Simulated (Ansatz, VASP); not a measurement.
Given: the input of a run of Ansatz 0.2.0 on ZnMo3.

Contents of input.yaml:

```yaml
crystal:
  lattice:
    - [3.8898616023, 0.0, 0.0]
    - [0.0, 3.8898616023, 0.0]
    - [0.0, 0.0, 3.8898616023]
  atoms:
    - { symbol: Mo, position: [0.5, 0.5, 0.0] }
    - { symbol: Mo, position: [0.5, 0.0, 0.5] }
    - { symbol: Mo, position: [0.0, 0.5, 0.5] }
    - { symbol: Zn, position: [0.0, 0.0, 0.0] }
hamiltonian:
  xc: pbe
  pseudopotentials: { kind: paw }
kpoints:
  mp_grid: { grid: [7, 7, 7] }
scf:
  occupations: { method: fermi_dirac, width: 0.05 }
output:
  forces: true
  stress: true
  eigenvalues: true
```

Potentials or basis: Ansatz PAW.

Command:

```console
$ ansatz run input.yaml --threads 2 --pin off --max-ram 5120MiB --backend cpu --events-out ev --progress --plain --runs-dir out
```

**Question.** Translate it to VASP 6.6.1. Potentials there: VASP PAW PBE potentials, release 64 (Mo_sv, Zn).

**Answer.** As run (the cutoff follows the program's own potentials):

Contents of INCAR:

```
SYSTEM = ZnMo3
PREC     = Accurate       ! precision mode
ENCUT    = 520            ! plane-wave cutoff, eV
EDIFF    = 1E-6           ! SCF threshold, eV
ISMEAR   = -1             ! smearing method
SIGMA    = 0.05           ! smearing width, eV
LREAL    = .False.        ! projectors in reciprocal space
LASPH    = .True.         ! aspherical terms in the spheres
NELM     = 60             ! most SCF steps
ALGO     = Normal         ! electronic algorithm
ISIF     = 2              ! what is computed and relaxed
LWAVE    = .False.        ! write WAVECAR
LCHARG   = .True.         ! write CHGCAR
GGA      = PE             ! functional
LELF     = .True.         ! ELF
LVHAR    = .True.       
NBANDS   = 35             ! bands
```

Contents of KPOINTS:

```
regular mesh
0
Gamma
  7 7 7
  0 0 0
```

POSCAR

```
ZnMo3
1.0
    3.8898616023      0.0000000000      0.0000000000
    0.0000000000      3.8898616023      0.0000000000
    0.0000000000      0.0000000000      3.8898616023
Mo Zn
3 1
Direct
    0.5000000000      0.5000000000      0.0000000000
    0.5000000000      0.0000000000      0.5000000000
    0.0000000000      0.5000000000      0.5000000000
    0.0000000000      0.0000000000      0.0000000000
```

Potentials or basis: VASP PAW PBE potentials, release 64 (Mo_sv, Zn).

Command:

```console
$ cat potpaw_PBE.64/Mo_sv/POTCAR potpaw_PBE.64/Zn/POTCAR > POTCAR
$ mpirun -np 1 vasp_std > vasp.out
```

Both were run:

|  | VASP | Ansatz | Ansatz less VASP |
| --- | --- | --- | --- |
| gap on the k mesh at the Fermi level (eV) | none | none | - |
| pressure (GPa) | 8.7 | 8.0 | -0.67 |

A gap of «none» marks a metal or a gap that the smearing closes.
